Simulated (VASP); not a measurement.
Wanted: the native input for a VASP 6.6.1 run.

```yaml
Task: single point
Functional: PBE
Potentials_or_basis: VASP PAW PBE potentials, release 64 (As)
Cutoff: 520 eV
k_mesh: 9 × 9 × 9
Occupations: fermi-dirac, width 0.05 eV
Spin: no spin polarisation
Dipole_correction: no
Further_INCAR_settings: ALGO = Normal; EDIFF = 1e-07; NBANDS = 12
```

The structure of As lies in POSCAR:

```
As
1.0
    1.8836324088      1.0875156783      3.3161077580
   -1.8836324088      1.0875156783      3.3161077580
    0.0000000000     -2.1750313566      3.3161077580
As
2
Direct
    0.2312745269      0.2312745269      0.2312745269
    0.7687254731      0.7687254731      0.7687254731
```

The input as run:

INCAR

```
SYSTEM = As
  PREC = Accurate
  ENCUT = 520
  EDIFF = 1E-7
  ISMEAR = -1
  SIGMA = 0.05
  LREAL = .FALSE.
  LASPH = .TRUE.
  NELM = 100
  ALGO = Normal
  ISIF = 2
  LWAVE = .FALSE.
  LCHARG = .FALSE.
  GGA = PE
  NBANDS = 12
```

KPOINTS

```
regular mesh
0
G
  9 9 9
  0 0 0
```

Potentials or basis: VASP PAW PBE potentials, release 64 (As).

The run is started by

```sh
$ cat potpaw_PBE.64/As/POTCAR > POTCAR
$ mpirun -np 1 vasp_std > vasp.out
```

It gave:

```yaml
Pressure: 5.3 GPa
Largest_force: 0.052 eV/Å
Band_gap_on_the_k_mesh: 0.06 eV, indirect (least direct gap 0.60 eV)
```

Run time: 28 s on 1 thread of Intel(R) Xeon(R) Platinum 8488C (Sapphire Rapids), on a shared host, peak memory 0.17 GiB.
